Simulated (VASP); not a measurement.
# TaNb2O5 (I4mm) in VASP: single point with PBE

Aim: the single point of TaNb2O5 with PBE.

Program: VASP 6.6.1. These are calculated values, not measurements. Logs are shortened: lines on timing, memory, paths and dates and some standing lists are left out, and cuts for length are marked.

## 1. The cell of the first run

Symmetry: I4mm, No. 107, tetragonal system. The conventional cell has a = 5.550 Å, b = 5.550 Å, c = 5.962 Å, α = 90.00°, β = 90.00°, γ = 90.00°. Ta (site symmetry 4mm) has 5 O at 1.78 to 2.02 Å within 2.4 Å. Nb (site symmetry 2mm) has 10 O at 2.25 to 2.79 Å and 2 Ta at 2.91 Å and 2 Nb at 2.98 Å within 3.0 Å. Within 3.0 Å of O (site symmetry m) lie 1 Ta at 2.02 Å and 4 Nb at 2.25 to 2.72 Å and 8 O at 2.38 to 2.98 Å. O (site symmetry 4mm) has 1 Ta at 1.78 Å and 4 O at 2.38 Å within 2.4 Å.

The cell was generated, and may not be a known phase.

## 2. Single point, PBE

Input file INCAR:

```
  PREC = Accurate
  ENCUT = 700
  EDIFF = 1E-6
  ISMEAR = 0
  SIGMA = 0.15
  LREAL = F
  LASPH = T
  NELM = 120
  ALGO = Normal
  ISIF = 2
  LWAVE = F
  LCHARG = F
  GGA = PE
  NBANDS = 44
  GGA_COMPAT = F
```

Input file KPOINTS:

```
regular mesh
0
Gamma
  3 3 3
```

Input file POSCAR:

```
TaNb2O5
1.0
   -2.7748388269      2.7748388269      2.9811495254
    2.7748388269     -2.7748388269      2.9811495254
    2.7748388269      2.7748388269     -2.9811495254
Ta Nb O
1 2 5
Direct
   -0.0534092401     -0.0534092401      0.0000000000
    0.7983168840      0.2983168840      0.5000000000
    0.2983168840      0.7983168840      0.5000000000
    0.7276418255      0.2394640048      0.0000000000
    0.2394640048      0.2394640048      0.5118221792
    0.7276418255      0.7276418255      0.4881778208
    0.2394640048      0.7276418255      0.0000000000
    0.2455617915      0.2455617915      0.0000000000
```

Potentials or basis: VASP PAW PBE potentials, release 64 (Ta_sv_GW, Nb_sv, O).

Run with:

```bash
$ cat potpaw_PBE.64/Ta_sv_GW/POTCAR potpaw_PBE.64/Nb_sv/POTCAR potpaw_PBE.64/O/POTCAR > POTCAR
$ mpirun -np 1 vasp_std > vasp.out
```

OUTCAR:

```text
PREC = Accurate
   ENCUT = 700
   EDIFF = 1E-6
   ISMEAR = 0
   LREAL = F
   LASPH = T
   NELM = 120
   ISIF = 2
   GGA = PE

 ion  position               nearest neighbor table
   1  0.947  0.947  0.000-   8 1.78   6 2.02   5 2.02   4 2.02   7 2.02   2 2.91   3 2.91   2 2.91
                             3 2.91
   2  0.798  0.298  0.500-   6 2.25   4 2.25   7 2.25   5 2.25   1 2.91   1 2.91   3 2.98   3 2.98

   3  0.298  0.798  0.500-   6 2.25   7 2.25   4 2.25   5 2.25   1 2.91   1 2.91   2 2.98   2 2.98

   4  0.728  0.239  0.000-   1 2.02   2 2.25   3 2.25
   5  0.239  0.239  0.512-   1 2.02   3 2.25   2 2.25
   6  0.728  0.728  0.488-   1 2.02   2 2.25   3 2.25
   7  0.239  0.728  0.000-   1 2.02   3 2.25   2 2.25
   8  0.246  0.246  0.000-   1 1.78

  LATTYP: Found a body centered tetragonal cell.
 ALAT       =     5.5496776538
 C/A-ratio  =     1.0743505160

  Lattice vectors:

 A1 = (  -2.7748388269,   2.7748388269,   2.9811495254)
 A2 = (   2.7748388269,  -2.7748388269,   2.9811495254)
 A3 = (   2.7748388269,   2.7748388269,  -2.9811495254)

Analysis of symmetry for initial positions (statically):
=====================================================================
 Subroutine PRICEL returns:
 Original cell was already a primitive cell.

 Routine SETGRP: Setting up the symmetry group for a
 body centered tetragonal supercell.

 Subroutine GETGRP returns: Found  8 space group operations
 (whereof  8 operations were pure point group operations)
 out of a pool of 16 trial point group operations.

The static configuration has the point symmetry C_4v.

Analysis of symmetry for dynamics (positions and initial velocities):
=====================================================================
 Subroutine PRICEL returns:
 Original cell was already a primitive cell.

 Routine SETGRP: Setting up the symmetry group for a
 body centered tetragonal supercell.

 Subroutine GETGRP returns: Found  8 space group operations
 (whereof  8 operations were pure point group operations)
 out of a pool of 16 trial point group operations.

The dynamic configuration has the point symmetry C_4v.

 Subroutine INISYM returns: Found  8 space group operations
 (whereof  8 operations are pure point group operations),
 and found     1 'primitive' translations

----------------------------------------------------------------------------------------

                                     Primitive cell

  volume of cell :      91.8162

  direct lattice vectors                    reciprocal lattice vectors
    -2.774838827  2.774838827  2.981149525     0.000000000  0.180190646  0.167720537
     2.774838827 -2.774838827  2.981149525     0.180190646  0.000000000  0.167720537
     2.774838827  2.774838827 -2.981149525     0.180190646  0.180190646  0.000000000

  length of vectors
     4.928155185  4.928155185  4.928155185     0.246168331  0.246168331  0.254828055

  position of ions in fractional coordinates (direct lattice)
     0.946590760  0.946590760  0.000000000
     0.798316884  0.298316884  0.500000000
     0.298316884  0.798316884  0.500000000
     0.727641826  0.239464005  0.000000000
     0.239464005  0.239464005  0.511822179
     0.727641826  0.727641826  0.488177821
     0.239464005  0.727641826  0.000000000
     0.245561792  0.245561792  0.000000000

  ion indices of the primitive-cell ions
   primitive index   ion index
                 1           1
                 2           2
                 3           3
                 4           4
                 5           5
                 6           6
                 7           7
                 8           8

----------------------------------------------------------------------------------------

 KPOINTS: regular mesh

Automatic generation of k-mesh.
 Grid dimensions read from file:
 generate k-points for:    3    3    3

 Generating k-lattice:

  Cartesian coordinates                     Fractional coordinates (reciprocal lattice)
     0.000000000  0.060063549  0.055906846     0.333333333  0.000000000  0.000000000
     0.060063549  0.000000000  0.055906846     0.000000000  0.333333333  0.000000000
     0.060063549  0.060063549  0.000000000     0.000000000  0.000000000  0.333333333

  Length of vectors
     0.082056110  0.082056110  0.084942685

  Shift w.r.t. Gamma in fractional coordinates (k-lattice)
     0.000000000  0.000000000  0.000000000

 Subroutine IBZKPT returns following result:
 ===========================================

 Found      6 irreducible k-points:

 Following reciprocal coordinates:
            Coordinates               Weight
  0.000000  0.000000  0.000000      1.000000
  0.333333 -0.000000  0.000000      8.000000
  0.333333  0.333333  0.000000      8.000000
 -0.333333  0.333333  0.000000      4.000000
 -0.333333  0.333333  0.333333      4.000000
 -0.333333 -0.333333  0.333333      2.000000
   k-points           NKPTS =      6   k-points in BZ     NKDIM =      6   number of bands    NBANDS=     44
   number of dos      NEDOS =    301   number of ions     NIONS =      8
   total plane-waves  NPLWV = 110592
   dimension x,y,z NGX =    48 NGY =   48 NGZ =   48
   dimension x,y,z NGXF=    96 NGYF=   96 NGZF=   96
   ions per type =               1   2   5
   NGX,Y,Z   is equivalent  to a cutoff of  16.19, 16.19, 16.19 a.u.
   NGXF,Y,Z  is equivalent  to a cutoff of  32.38, 32.38, 32.38 a.u.
 SYSTEM =  unknown system
   PREC   = accura    normal or accurate (medium, high low for compatibility)
   ISTART =      0    job   : 0-new  1-cont  2-samecut
   ICHARG =      2    charge: 1-file 2-atom 10-const
   ISPIN  =      1    spin polarized calculation?
   LNONCOLLINEAR =      F non collinear calculations
   LSORBIT =      F    spin-orbit coupling
   LASPH  =      T    aspherical Exc in radial PAW
   ENCUT  =  700.0 eV  51.45 Ry    7.17 a.u.  10.63 10.63 10.63*2*pi/ulx,y,z
   NELM   =    120;   NELMIN=  2; NELMDL= -5     # of ELM steps
   EDIFF  = 0.1E-05   stopping-criterion for ELM
   LREAL  =      F    real-space projection
[... 7 lines left out ...]
   TEBEG  =    0.0;   TEEND  =   0.0 temperature during run
   PSTRESS=    0.0 pullay stress
   NELECT =      69.0000    total number of electrons
   NUPDOWN=      -1.0000    fix difference up-down
   EMIN   =  10.00;   EMAX   =-10.00  energy-range for DOS
   EFERMI =   0.00;   METHOD = LEGACY
   ISMEAR =     0;   SIGMA  =   0.15  broadening in eV -4-tet -1-fermi 0-gaus
   EFERMI_NEDOS =   21; number of points for ismear=-14 and -15
   IALGO  =     38    algorithm
   IMIX   =      4    mixing-type and parameters
     AMIX     =   0.40;   BMIX     =  1.00
     AMIX_MAG =   1.60;   BMIX_MAG =  1.00
  volume/ion in A,a.u.               =      11.48        77.45
  Fermi-wavevector in a.u.,A,eV,Ry     =   1.488395  2.812658 30.141240  2.215319
  Thomas-Fermi vector in A             =   2.601435
   LORBIT       =      0    0 simple, 1 ext, 2 COOP (PROOUT), +10 PAW based schemes
   GGA     = PE    functional components
   LHFCALC =     F    Hartree Fock is set to
   AEXX    =    0.0000 exact exchange contribution
   IVDW    =     0    specifies the selected vdW correction
   LEPSILON=     F    determine dielectric tensor
   LRPA    =     F    only Hartree local field effects (RPA)
 non-spin polarized calculation
 Gauss-broadening in eV      SIGMA  =   0.15
  energy-cutoff  :      700.00
  volume of cell :       91.82
 maximum number of plane-waves:      3869
 NGX is ok and might be reduce to    42
   NGX = 21   NGY = 21   NGZ = 21

 number of electron      68.9999999 magnetization

 Free energy of the ion-electron system (eV)
  ---------------------------------------------------
  ext. energy  EPLUGINS =         0.00000000
  ---------------------------------------------------
  free energy    TOTEN  =       -71.19932154 eV

  energy without entropy =      -71.13714805  energy(sigma->0) =      -71.16823480

 E-fermi :   9.1353     XC(G=0): -12.1157

 val. band max:        9.0544369777   @ k =   0.3333   0.3333   0.0000
 cond. band min:       9.2063328925   @ k =   0.3333   0.3333   0.0000
 fundamental gap:      0.1518959149
 Fermi energy:         9.1353429963

 k-point     1 :       0.0000    0.0000    0.0000
  band No.  band energies     occupation
      1     -59.5166      2.00000
      2     -47.3355      2.00000
      3     -47.2671      2.00000
      4     -26.3603      2.00000
      5     -26.2686      2.00000
      6     -26.2686      2.00000
[... 36 lines left out ...]
     43      11.3930      0.00000
     44      11.6185      0.00000

 k-point     2 :       0.3333   -0.0000    0.0000
  band No.  band energies     occupation
      1     -59.5166      2.00000
      2     -47.3185      2.00000
      3     -47.2843      2.00000
      4     -26.3643      2.00000
      5     -26.2724      2.00000
      6     -26.2490      2.00000
[... 36 lines left out ...]
     43      11.8729      0.00000
     44      12.1047      0.00000

 k-point     3 :       0.3333    0.3333    0.0000
  band No.  band energies     occupation
      1     -59.5165      2.00000
      2     -47.3171      2.00000
      3     -47.2859      2.00000
      4     -26.3676      2.00000
      5     -26.2513      2.00000
      6     -26.2494      2.00000
[... 36 lines left out ...]
     43      11.9598      0.00000
     44      12.4253      0.00000

 k-point     4 :      -0.3333    0.3333    0.0000
  band No.  band energies     occupation
      1     -59.5166      2.00000
      2     -47.3341      2.00000
      3     -47.2688      2.00000
      4     -26.3668      2.00000
      5     -26.2503      2.00000
      6     -26.2457      2.00000
[... 36 lines left out ...]
     43      12.2251      0.00000
     44      12.2881      0.00000

 k-point     5 :      -0.3333    0.3333    0.3333
  band No.  band energies     occupation
      1     -59.5165      2.00000
      2     -47.3323      2.00000
      3     -47.2702      2.00000
      4     -26.3651      2.00000
      5     -26.2778      2.00000
      6     -26.2547      2.00000
[... 36 lines left out ...]
     43      12.1303      0.00000
     44      12.5402      0.00000

 k-point     6 :      -0.3333   -0.3333    0.3333
  band No.  band energies     occupation
      1     -59.5165      2.00000
      2     -47.3152      2.00000
      3     -47.2873      2.00000
      4     -26.3625      2.00000
      5     -26.2791      2.00000
      6     -26.2791      2.00000
[... 36 lines left out ...]
     43      12.1049      0.00000
     44      12.1385      0.00000

------------------------ aborting loop because EDIFF is reached ----------------------------------------

  FORCE on cell =-STRESS in cart. coord.  units (eV):
  Direction    XX          YY          ZZ          XY          YZ          ZX
  --------------------------------------------------------------------------------------
  -------------------------------------------------------------------------------------
  Total        0.0551145      0.0551145     -0.1372833      0.0000000      0.0000000      0.0000000
  in kB        0.9617387      0.9617387     -2.3955702      0.0000000      0.0000000      0.0000000
  external PRESSURE =      -0.1573643 kB  Pullay stress =       0.0000000 kB

 VOLUME and BASIS-vectors are now :
 -----------------------------------------------------------------------------
  energy-cutoff  :      700.00
  volume of cell :       91.82
      direct lattice vectors                 reciprocal lattice vectors
    -2.774838827  2.774838827  2.981149525     0.000000000  0.180190646  0.167720537
     2.774838827 -2.774838827  2.981149525     0.180190646  0.000000000  0.167720537
     2.774838827  2.774838827 -2.981149525     0.180190646  0.180190646  0.000000000

 POSITION                                       TOTAL-FORCE (eV/Angst)
 -----------------------------------------------------------------------------------
      0.00000      0.00000      5.64386        -0.000000     -0.000000     -0.282062
      0.00000      2.77484      1.77865        -0.000000     -0.000000      0.040272
      2.77484      0.00000      1.77865        -0.000000     -0.000000      0.040272
     -1.35461      1.35461      2.88309         0.031804     -0.031804     -0.006715
      1.42022      1.42022     -0.09806         0.031804      0.031804     -0.006715
      1.35461      1.35461      2.88309        -0.031804     -0.031804     -0.006715
      1.35461     -1.35461      2.88309        -0.031804      0.031804     -0.006715
      0.00000      0.00000      1.46411        -0.000000     -0.000000      0.228379
 -----------------------------------------------------------------------------------
    total drift:                                0.000000      0.000000     -0.001490

  FREE ENERGIE OF THE ION-ELECTRON SYSTEM (eV)
  ---------------------------------------------------
  free  energy   TOTEN  =       -71.1993215437 eV

  energy  without entropy=      -71.1371480494  energy(sigma->0) =      -71.16823480
```

It took 82 s on 1 thread of AMD EPYC 7R13 (Zen 3), shared host; peak memory 0.31 GiB.

Results:

* Free energy: -71.1993 eV
* Pressure: 0.0 GPa
* Largest force: 0.282 eV/Å
* Band gap on the k mesh: zero (an odd number of electrons rules out a gap without spin polarisation)

Forces in eV/Å, atoms in the order of the input:
```
Ta   0.000  0.000 -0.282
Nb   0.000  0.000  0.040
Nb   0.000  0.000  0.040
O    0.032 -0.032 -0.007
O    0.032  0.032 -0.007
O   -0.032 -0.032 -0.007
O   -0.032  0.032 -0.007
O    0.000  0.000  0.228
```

Stress tensor (GPa, compression positive):
```
 0.10  0.00  0.00
 0.00  0.10  0.00
 0.00  0.00 -0.24
```

Levels at points of the mesh, in eV from the Fermi level:
```
           k point  band 30  band 31  band 32  band 33  band 34  band 35  band 36  band 37  band 38  band 39
(0.00, 0.00, 0.00)    -3.45    -1.70    -1.36    -1.35    -1.35    -0.89    -0.08    -0.08     1.29     1.47
```

Caveat: the k points lie up to 0.52 Å⁻¹ apart, too coarse for converged energies and pressures of a metal; spin-orbit coupling is left out, which moves the levels of the heavy elements; an odd number of electrons without spin polarisation forces a metal; a magnetic or distorted state may lie lower.

The gap in the log of VASP goes by the Fermi energy; the results here count the filled bands.